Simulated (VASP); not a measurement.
A run of VASP 6.6.1 is set up as follows.

INCAR

```
PREC = Accurate
ENCUT = 520
EDIFF = 1E-6
ISMEAR = -1
SIGMA = 0.05
LREAL = Auto
LASPH = True
NELM = 100
ALGO = Normal
ISIF = 2
LWAVE = False
LCHARG = False
GGA = PS
NBANDS = 64
```

KPOINTS

```
Automatic mesh
0
Gamma
  1 1 1
```

POSCAR

```
H6C2O
1.0
    7.2936330000      0.0000000000      0.0000000000
    0.0000000000      7.2936330000      0.0000000000
    0.0000000000      0.0000000000      7.2936330000
C O H
8 4 24
Direct
    0.9680909363      0.9299206582      0.5035487801
    0.9608106139      0.8852241400      0.7085632085
    0.5568829690      0.5943677177     -0.0360040051
    0.3785904775      0.5658222727      0.0622186502
    0.9359533171      0.2887175705      0.1797595245
    0.9415609477      0.4334328311      0.3358957052
    0.4909624600      1.0304466923      0.3646330985
    0.4572892549      0.8650284433      0.4892623470
    0.9405052324      1.0439790431      0.8240200734
    0.4003766024      0.4240410780      0.2027796024
    0.7790493434      0.5309836675      0.3354706770
    0.3888185764      0.9362823712      0.6586429561
    0.9419311336      0.9930853390      0.9500889337
    0.8348514382      0.7999991225      0.7238779357
    1.0874827401      0.8196052639      0.7458011666
    0.9677755928      0.7930341436      0.4232458639
    0.8392799583      0.9966912237      0.4522986007
    1.0888126672      1.0092501227      0.4673391162
    0.2902805776      0.4185568427      0.2743900056
    0.3341133287      0.6911507612      0.1277689733
    0.2749384292      0.5357823735     -0.0425439558
    0.5615719903      0.7179823827     -0.1179659026
    0.6620980244      0.6053773202      0.0735984385
    0.5827411387      0.4818037869     -0.1367905405
    0.7742917693      0.6124108520      0.4393420947
    0.9612904845      0.3638790161      0.4689706762
    1.0631327351      0.5293383969      0.3021128154
    1.0676435187      0.2197807320      0.1717799621
    0.8314237911      0.1825839057      0.2079759154
    0.9138381380      0.3417912582      0.0400349181
    0.4163220168      0.8502621396      0.7575100091
    0.3552550560      0.7738256093      0.4158969885
    0.5863881553      0.7997112002      0.5114872108
    0.6255181746      1.0117728709      0.2892248623
    0.3772331292      1.0410038454      0.2583760384
    0.5084434602      1.1636861904      0.4284558875
```

Potentials or basis: VASP PAW PBE potentials, release 64 (C, O, H).

Run with:

```bash
$ cat potpaw_PBE.64/C/POTCAR potpaw_PBE.64/O/POTCAR potpaw_PBE.64/H/POTCAR > POTCAR
$ mpirun -np 1 vasp_gam > vasp.out
```

What does it give for the largest force?

2.120 eV/Å.

Estimate the band gap on the k mesh.

4.78 eV.

Estimate the pressure.

0.0 GPa.

Stress tensor (GPa, compression positive):
```
 1.81 -1.35 -0.42
-1.35  0.29 -0.39
-0.42 -0.39 -2.10
```

Caveat: the k points lie up to 0.86 Å⁻¹ apart; the PAW data sets were made with another functional, which shifts forces and pressure a little.
